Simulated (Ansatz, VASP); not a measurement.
## Two plane-wave programs on Si3Cl2

```
Si Cl
1.0
     3.86078    0.00000    0.00000
    -1.93039    3.34354    0.00000
     0.00000    0.00000   11.34259
Si Cl
3 2
Cartesian
  0.0000 0.0000 0.0000
  0.0000 2.2290 5.9024
  1.9304 1.1145 5.4402
  0.0000 2.2290 1.4321
  1.9304 1.1145 9.9105
```

Alike in both runs: functional PBE; k mesh 6 × 6 × 4; occupations gaussian, width 0.1 eV; no spin polarisation.

Ansatz relaxed the structure, and its values are those at the end. VASP's run is a single point on that final structure, the one shown.

```csv
,VASP,Ansatz
version,VASP 6.6.1,Ansatz 0.2.0
potentials or method,"VASP PAW PBE potentials, release 64 (Si, Cl), cutoff 520 eV","scalar-relativistic, plane waves, PAW"
valence electrons in the cell,26,26
```

|  | VASP | Ansatz | Ansatz less VASP |
| --- | --- | --- | --- |
| gap on the k mesh at the Fermi level (eV) | none | none | - |
| pressure (GPa) | 0.0 | 0.1 | +0.05 |

A gap of «none» marks a metal or a gap that the smearing closes. With one functional, cell and mesh, what is left measures potentials, basis and numerics.
